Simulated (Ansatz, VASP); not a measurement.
# One calculation of Ge, two programs

INCAR

```
ALGO = Normal
EDIFF = 1E-6
ENCUT = 520
GGA = PS
GGA_COMPAT = False
ISIF = 2
ISMEAR = -1
LASPH = True
LCHARG = False
LNONCOLLINEAR = True
LORBIT = 11
LORBMOM = True
LREAL = False
LSORBIT = True
LWAVE = False
MAGMOM = 0 0 0 0 0 0 0 0 0 0 0 0
NBANDS = 70
NELM = 150
PREC = Accurate
SIGMA = 0.05
```

KPOINTS

```
k-points
0
Gamma
  6 6 2
```

Contents of POSCAR:

```
Ge
1.0
    4.0504045371      0.0000000000      0.0000000000
   -2.0252022685      3.5077532247      0.0000000000
    0.0000000000      0.0000000000     10.9933590000
Ge
4
Direct
    0.6666666667      0.3333333333      0.4148480000
    0.3333333333      0.6666666667      0.9148480000
    0.0000000000      0.0000000000      0.4774520000
    0.0000000000      0.0000000000      0.9774520000
```

input.yaml

```yaml
crystal:
  lattice:
    - [4.0504045371, 0.0, 0.0]
    - [-2.0252022685, 3.5077532247, 0.0]
    - [0.0, 0.0, 10.993359]
  atoms:
    - { symbol: Ge, position: [0.6666666667, 0.3333333333, 0.414848] }
    - { symbol: Ge, position: [0.3333333333, 0.6666666667, 0.914848] }
    - { symbol: Ge, position: [0.0, 0.0, 0.477452] }
    - { symbol: Ge, position: [0.0, 0.0, 0.977452] }
kpoints:
  mp_grid: { grid: [6, 6, 2] }
  band_path:
    path:
      - [0.0, 0.0, 0.0]
      - [0.5, 0.0, 0.0]
      - [0.3333333333, 0.3333333333, 0.0]
      - [0.0, 0.0, 0.0]
      - [0.0, 0.0, 0.5]
      - [0.5, 0.0, 0.5]
      - [0.3333333333, 0.3333333333, 0.5]
      - [0.0, 0.0, 0.5]
    npoints: 6
scf:
  occupations: { method: fermi_dirac, width: 0.05 }
hamiltonian:
  xc: pbesol
  pseudopotentials: { kind: all_electron, lapw: { basis_error: 0.002 } }
magnetization:
  noncollinear: true
  spin_orbit: true
output:
  forces: true
  stress: true
  eigenvalues: true
```

Alike in both runs: functional PBEsol; k mesh 6 × 6 × 2; occupations fermi-dirac, width 0.05 eV; non-collinear spin, spin-orbit coupling.

|  | VASP | Ansatz |
| --- | --- | --- |
| version | VASP 6.6.1 | Ansatz 0.2.0 |
| potentials or method | VASP PAW PBE potentials, release 64 (Ge_d), cutoff 520 eV | all-electron LAPW, relativistic spinors |
| task | single point | band structure |

VASP gave:

```
pressure (GPa)                                                : -1.6
traceless stress, the component that is largest in VASP (GPa) : 0.95
rms of the force components (eV/Å)                            : 0.093
```

Which values does Ansatz return?

Pressure (GPa): -1.6; traceless stress, the component that is largest in VASP (GPa): 0.93; rms of the force components (eV/Å): 0.092.

VASP's potentials were made for PBE, not for PBEsol. Atom by atom the forces differ by 0.002 eV/Å (rms over components). Ansatz ran all-electron here, and VASP with PAW potentials.
